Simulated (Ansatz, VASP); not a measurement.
## Two plane-wave programs on Be3H2

Contents of INCAR:

```
PREC = Accurate
ENCUT = 600
EDIFF = 1E-7
ISMEAR = 0
SIGMA = 0.1
LREAL = F
LASPH = T
NELM = 60
ALGO = Normal
ISIF = 3
LWAVE = F
LCHARG = F
GGA = PE
IBRION = 2
NSW = 90
EDIFFG = -0.04
```

The input KPOINTS:

```
Automatic mesh
0
Gamma
  6 6 4
```

File POSCAR:

```
Be3H2
1.0
    3.2888482300      0.0000000000      0.0000000000
   -1.6444241100      2.8482261100      0.0000000000
    0.0000000000      0.0000000000      4.0280000000
Be H
3 2
Direct
    0.0000000000      0.0000000000      0.0000000000
    0.6666666700      0.3333333300      0.3333333300
    0.3333333300      0.6666666700      0.6666666700
    0.6666666700      0.3333333300      0.8333333300
    0.3333333300      0.6666666700      0.1666666700
```

Input for Ansatz:

```yaml
crystal:
  lattice:
    - [3.28884823, 0.0, 0.0]
    - [-1.64442411, 2.84822611, 0.0]
    - [0.0, 0.0, 4.028]
  atoms:
    - { symbol: Be, position: [0.0, 0.0, 0.0] }
    - { symbol: Be, position: [0.66666667, 0.33333333, 0.33333333] }
    - { symbol: Be, position: [0.33333333, 0.66666667, 0.66666667] }
    - { symbol: H, position: [0.66666667, 0.33333333, 0.83333333] }
    - { symbol: H, position: [0.33333333, 0.66666667, 0.16666667] }
basis:
  ecutwfc: 420
kpoints:
  mp_grid: { grid: [6, 6, 4] }
hamiltonian:
  xc: pbe
scf:
  occupations: { method: gaussian, width: 0.1 }
  lower_state_search: "off"
output:
  forces: true
  stress: true
  eigenvalues: true
relax:
  adjacent_minimum: "off"
  f_tol: 0.04
  max_steps: 70
  cell: { stress_tol: 0.4 }
```

Change from the starting cell: ordered vacancies on the anion sites of caesium chloride (P-3m1, No. 164).

Alike in both runs: task relaxation of cell and atoms; functional PBE; k mesh 6 × 6 × 4; occupations gaussian, width 0.1 eV; no spin polarisation.

```csv
,VASP,Ansatz
version,VASP 6.6.1,Ansatz 0.2.0
potentials or method,"VASP PAW PBE potentials, release 64 (Be, H), cutoff 600 eV","scalar-relativistic, plane waves, PAW"
valence electrons in the cell,8,8
```

```csv
,VASP,Ansatz,Ansatz less VASP
"gap on the k mesh at the Fermi level, each at its own relaxed structure (eV)",none,none,-
relaxed volume (Å³/atom),6.50,6.67,+0.166
relaxed cell length with the largest relative difference (Å),7.166,7.334,+0.1679
```

A gap of «none» marks a metal or a gap that the smearing closes.

The k mesh is coarse, so the values compare programs but aren't converged.
